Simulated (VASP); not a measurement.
# CoSi2 (Fm-3m) in VASP: notebook, part 2 of 2

VASP 6.6.1. Earlier steps stand in the parts before.

### 3 Single point, PBEsol

This run uses another cell than the first one: it holds 12 atoms, not 3.

Contents of INCAR:

```
SYSTEM = CoSi2
ALGO     = Normal         ! electronic algorithm
EDIFF    = 1E-6           ! SCF threshold, eV
ENCUT    = 520            ! plane-wave cutoff, eV
GGA      = PS             ! functional
ISIF     = 2              ! what is computed and relaxed
ISMEAR   = 0              ! smearing method
LASPH    = .True.         ! aspherical terms in the spheres
LCHARG   = .False.        ! write CHGCAR
LREAL    = .False.        ! projectors in reciprocal space
LWAVE    = .False.        ! write WAVECAR
NBANDS   = 46             ! bands
NELM     = 80             ! most SCF steps
PREC     = Accurate       ! precision mode
SIGMA    = 0.15           ! smearing width, eV
```

Contents of KPOINTS:

```
k-points
0
Gamma
  10 10 10
  0 0 0
```

Contents of POSCAR:

```
CoSi2
1.0
    5.3125079440      0.0000000000      0.0000000000
    0.0000000000     -5.3125079440      0.0000000000
    0.0000000000      0.0000000000     -5.3125079440
Co Si
4 8
Direct
    0.0000000000      0.0000000000      0.0000000000
    0.5000000000      0.5000000000      0.0000000000
    0.5000000000      0.0000000000      0.5000000000
    0.0000000000      0.5000000000      0.5000000000
    0.2500000000      0.2500000000      0.2500000000
    0.7500000000      0.7500000000      0.2500000000
    0.7500000000      0.2500000000      0.7500000000
    0.2500000000      0.7500000000      0.7500000000
    0.7500000000      0.7500000000      0.7500000000
    0.2500000000      0.2500000000      0.7500000000
    0.2500000000      0.7500000000      0.2500000000
    0.7500000000      0.2500000000      0.2500000000
```

Potentials or basis: VASP PAW PBE potentials, release 64 (Co, Si).

Started as:

```
$ cat potpaw_PBE.64/Co/POTCAR potpaw_PBE.64/Si/POTCAR > POTCAR
$ mpirun -np 1 vasp_std > vasp.out
```

OUTCAR:

```text
SYSTEM = CoSi2
   EDIFF = 1E-6
   ENCUT = 520
   GGA = PS
   ISIF = 2
   ISMEAR = 0
   LASPH = .True.
   LREAL = .False.
   NELM = 80
   PREC = Accurate

 ion  position               nearest neighbor table
   1  0.000  0.000  0.000-   5 2.30   6 2.30   7 2.30   8 2.30   9 2.30  10 2.30  11 2.30  12 2.30

   2  0.500  0.500  0.000-   5 2.30   6 2.30   7 2.30   8 2.30   9 2.30  10 2.30  11 2.30  12 2.30

   3  0.500  0.000  0.500-   5 2.30   6 2.30   7 2.30   8 2.30   9 2.30  10 2.30  11 2.30  12 2.30
[... 5 lines left out ...]
   6  0.750  0.750  0.250-   1 2.30   2 2.30   3 2.30   4 2.30   9 2.66  11 2.66  12 2.66   9 2.66
                            12 2.66  11 2.66
   7  0.750  0.250  0.750-   1 2.30   2 2.30   3 2.30   4 2.30   9 2.66  10 2.66  12 2.66  12 2.66
                             9 2.66  10 2.66
   8  0.250  0.750  0.750-   1 2.30   2 2.30   3 2.30   4 2.30   9 2.66  10 2.66  11 2.66  11 2.66
                            10 2.66   9 2.66
   9  0.750  0.750  0.750-   1 2.30   2 2.30   3 2.30   4 2.30   6 2.66   7 2.66   8 2.66   6 2.66
                             7 2.66   8 2.66
[... 1397 lines left out ...]

------------------------ aborting loop because EDIFF is reached ----------------------------------------

  FORCE on cell =-STRESS in cart. coord.  units (eV):
  Direction    XX          YY          ZZ          XY          YZ          ZX
  --------------------------------------------------------------------------------------
  -------------------------------------------------------------------------------------
  Total        0.1132597      0.1132597      0.1132597     -0.0000000      0.0000000     -0.0000000
  in kB        1.2102840      1.2102840      1.2102840     -0.0000000      0.0000000     -0.0000000
  external PRESSURE =       1.2102840 kB  Pullay stress =       0.0000000 kB

 VOLUME and BASIS-vectors are now :
 -----------------------------------------------------------------------------
  energy-cutoff  :      520.00
  volume of cell :      149.93
      direct lattice vectors                 reciprocal lattice vectors
     5.312507944  0.000000000  0.000000000     0.188235013  0.000000000  0.000000000
     0.000000000 -5.312507944  0.000000000     0.000000000 -0.188235013  0.000000000
     0.000000000  0.000000000 -5.312507944     0.000000000  0.000000000 -0.188235013

 POSITION                                       TOTAL-FORCE (eV/Angst)
 -----------------------------------------------------------------------------------
      0.00000      0.00000      0.00000         0.000000     -0.000000     -0.000000
      2.65625     -2.65625      0.00000         0.000000     -0.000000     -0.000000
      2.65625      0.00000     -2.65625        -0.000000      0.000000      0.000000
      0.00000     -2.65625     -2.65625        -0.000000      0.000000      0.000000
      1.32813     -1.32813     -1.32813        -0.000000      0.000000      0.000000
      3.98438     -3.98438     -1.32813        -0.000000      0.000000      0.000000
      3.98438     -1.32813     -3.98438        -0.000000      0.000000      0.000000
      1.32813     -3.98438     -3.98438        -0.000000      0.000000      0.000000
      3.98438     -3.98438     -3.98438        -0.000000      0.000000      0.000000
      1.32813     -1.32813     -3.98438        -0.000000      0.000000      0.000000
      1.32813     -3.98438     -1.32813         0.000000      0.000000      0.000000
      3.98438     -1.32813     -1.32813        -0.000000      0.000000      0.000000
 -----------------------------------------------------------------------------------
    total drift:                               -0.000000      0.000000      0.000000

  FREE ENERGIE OF THE ION-ELECTRON SYSTEM (eV)
  ---------------------------------------------------
  free  energy   TOTEN  =       -83.9506016315 eV

  energy  without entropy=      -83.9060967127  energy(sigma->0) =      -83.92834917
```

OSZICAR:

```text
N       E                     dE             d eps       ncg     rms          rms(c)
DAV:   1     0.464284196678E+03    0.46428E+03   -0.27730E+04  5152   0.152E+03
DAV:   2    -0.439586109703E+02   -0.50824E+03   -0.48596E+03  5170   0.355E+02
DAV:   3    -0.882634136019E+02   -0.44305E+02   -0.41932E+02  5920   0.120E+02
DAV:   4    -0.903980951252E+02   -0.21347E+01   -0.21040E+01  6754   0.248E+01
DAV:   5    -0.904820210363E+02   -0.83926E-01   -0.83810E-01  7006   0.468E+00    0.307E+01
DAV:   6    -0.104389892375E+03   -0.13908E+02   -0.16470E+02  7208   0.148E+02    0.355E+01
DAV:   7    -0.836610023005E+02    0.20729E+02   -0.75437E+01  6750   0.121E+02    0.921E+00
DAV:   8    -0.842690743465E+02   -0.60807E+00   -0.95976E+00  6316   0.129E+01    0.534E+00
DAV:   9    -0.839583969927E+02    0.31068E+00   -0.87953E-01  7248   0.109E+01    0.154E+00
DAV:  10    -0.839523481455E+02    0.60488E-02   -0.70609E-02  5928   0.131E+00    0.913E-01
DAV:  11    -0.839510498589E+02    0.12983E-02   -0.11496E-02  7104   0.110E+00    0.297E-01
DAV:  12    -0.839505987297E+02    0.45113E-03   -0.12794E-03  7720   0.420E-01    0.100E-01
DAV:  13    -0.839506351110E+02   -0.36381E-04   -0.44508E-04  6834   0.950E-02    0.102E-01
DAV:  14    -0.839506007060E+02    0.34405E-04   -0.94309E-05  7712   0.896E-02    0.998E-03
DAV:  15    -0.839506019081E+02   -0.12021E-05   -0.86121E-06  6088   0.146E-02    0.118E-02
DAV:  16    -0.839506016315E+02    0.27654E-06   -0.54471E-07  3436   0.742E-03
   1 F= -.83950602E+02 E0= -.83928349E+02  d E =-.445049E-01
```

It took 11 min on 1 thread of Intel Xeon 8259CL, shared host; peak memory 0.43 GiB.

What came out:

| Property | Result |
| --- | --- |
| Free energy | -83.9506 eV |
| Pressure | 0.1 GPa |
| Band gap on the k mesh | zero (bands 34 and 35 overlap by 1.69 eV) |

Levels at points of the mesh, in eV from the Fermi level:
| k point | band 31 | band 32 | band 33 | band 34 | band 35 | band 36 | band 37 | band 38 |
| --- | --- | --- | --- | --- | --- | --- | --- | --- |
| (0.00, 0.00, 0.00) | -1.38 | -1.38 | -1.38 | 1.04 | 1.69 | 1.69 | 1.69 | 2.90 |
| (0.50, 0.00, 0.00) | -0.33 | -0.33 | -0.33 | -0.33 | -0.24 | -0.24 | 1.55 | 1.55 |
| (0.50, 0.50, 0.00) | -1.12 | -1.12 | 0.30 | 0.30 | 0.30 | 0.30 | 2.55 | 2.55 |
| (0.50, 0.50, 0.50) | -0.47 | -0.47 | -0.47 | -0.47 | -0.47 | -0.47 | 2.74 | 2.74 |

Caveat: the PAW data sets were made with another functional, which shifts forces and pressure a little; the run has no spin polarisation, though such a crystal can be magnetic. Spin polarisation is off, so any magnetic state and its effect on volume and gap are missing.
